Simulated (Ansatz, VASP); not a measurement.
**NiO2 in VASP and in Ansatz**

File INCAR:

```
SYSTEM = NiO2
PREC = Accurate ; ENCUT = 520
EDIFF = 1E-6 ; ISMEAR = 0
SIGMA = 0.05 ; LREAL = .FALSE.
LASPH = .TRUE. ; NELM = 80
ALGO = Normal ; ISIF = 2
LWAVE = .FALSE. ; LCHARG = .FALSE.
GGA = PS ; NBANDS = 18
```

Contents of KPOINTS:

```
regular mesh
0
G
  12 12 6
  0 0 0
```

POSCAR

```
NiO2
1.0
    2.8221285779      0.0000000000      0.0000000000
   -1.4110642890      2.4440350412      0.0000000000
    0.0000000000      0.0000000000      4.8391038725
Ni O
1 2
Direct
    0.0000000000      0.0000000000      0.5000000000
    0.6666666667      0.3333333333      0.7002287663
    0.3333333333      0.6666666667      0.2997712337
```

Input for Ansatz:

```yaml
crystal:
  lattice:
    - [2.8221285779, 0.0, 0.0]
    - [-1.411064289, 2.4440350412, 0.0]
    - [0.0, 0.0, 4.8391038725]
  atoms:
    - { symbol: Ni, position: [0.0, 0.0, 0.5] }
    - { symbol: O, position: [0.6666666667, 0.3333333333, 0.7002287663] }
    - { symbol: O, position: [0.3333333333, 0.6666666667, 0.2997712337] }
basis:
  ecutwfc: 520.0
kpoints:
  mp_grid: { grid: [12, 12, 6] }
hamiltonian:
  xc: pbesol
scf:
  occupations: { method: gaussian, width: 0.05 }
output:
  forces: true
  stress: true
  eigenvalues: true
```

Alike in both runs: task single point; functional PBEsol; k mesh 12 × 12 × 6; occupations gaussian, width 0.05 eV; no spin polarisation.

|  | VASP | Ansatz |
| --- | --- | --- |
| version | VASP 6.6.1 | Ansatz 0.2.0 |
| potentials or method | VASP PAW PBE potentials, release 64 (Ni, O), cutoff 520 eV | scalar-relativistic, plane waves, PAW |
| valence electrons in the cell | 22 | 30 |

```csv
,VASP,Ansatz,Ansatz less VASP
gap on the k mesh at the Fermi level (eV),0.92,0.94,+0.022
least direct gap on the mesh (eV),1.10,1.13,+0.021
pressure (GPa),-9.2,-9.9,-0.66
"traceless stress, the component that is largest in VASP (GPa)",0.92,1.18,+0.252
rms of the force components (eV/Å),0.412,0.442,+0.0298
```

VASP's potentials were made for PBE, not for PBEsol. Atom by atom the forces differ by 0.030 eV/Å (rms over components). VASP's potentials hold 22 valence electrons a cell and Ansatz's 30, so a difference there can come from the potentials and not from the codes.
